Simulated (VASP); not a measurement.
HgTe, 2 atoms in the cell. The structure is cubic, space group F-43m (No. 216). The conventional cell has a = 6.572 Å, b = 6.572 Å, c = 6.572 Å, α = 90.00°, β = 90.00°, γ = 90.00°. Within 3.7 Å of Hg (site symmetry -43m) lie 4 Te at 2.85 Å. Te (site symmetry -43m) has 4 Hg at 2.85 Å within 3.7 Å. 

* Program: VASP 6.6.1
* Task: single point
* Functional: r2SCAN
* Potentials or basis: VASP PAW PBE potentials, release 64 (Hg, Te)
* Cutoff: 520 eV
* k mesh: 10 × 10 × 10
* Occupations: gaussian, width 0.05 eV
* Spin: no spin polarisation
* Dipole correction: no
* Further INCAR settings: ALGO = Normal; EDIFF = 1e-07; NBANDS = 16

Potentials or basis: VASP PAW PBE potentials, release 64 (Hg, Te).

Launch:

```bash
$ cat potpaw_PBE.64/Hg/POTCAR potpaw_PBE.64/Te/POTCAR > POTCAR
$ cp INCAR.step1 INCAR
$ mpirun -np 1 vasp_std > vasp.out
$ cp INCAR.step2 INCAR
$ mpirun -np 1 vasp_std > vasp.out
```

Hardware: 1 thread of Intel(R) Xeon(R) 6975P-C (Granite Rapids) (shared host).

Problem. Estimate the wall time of this run.

Solution. It took 79 s on 1 thread of Intel(R) Xeon(R) 6975P-C (Granite Rapids) (shared host), peak memory 0.25 GiB. Counts: k points 47.
